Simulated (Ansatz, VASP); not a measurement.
# One calculation of CaF2, two programs

```
Ca F
1.0
     0.00000    2.71959    2.71959
     2.71959    0.00000    2.71959
     2.71959    2.71959    0.00000
Ca F
1 2
Direct
  0.00000 0.00000 0.00000
  0.25000 0.25000 0.25000
  0.75000 0.75000 0.75000
```

Alike in both runs: task single point; functional PBE; k mesh 6 × 6 × 6; no spin polarisation.

|  | VASP | Ansatz |
| --- | --- | --- |
| version | VASP 6.6.1 | Ansatz 0.2.0 |
| potentials or method | VASP PAW PBE potentials, release 64 (Ca_sv, F) | plane waves, PAW |
| plane-wave cutoff (eV) | 600 | 420 |
| occupations | gaussian, width 0.01 eV | fixed |
| valence electrons in the cell | 24 | 24 |

Ansatz gave:

```
gap on the k mesh at the Fermi level (eV) : 7.38
```

Q: Estimate VASP's values.

A: gap on the k mesh at the Fermi level (eV): 7.36.
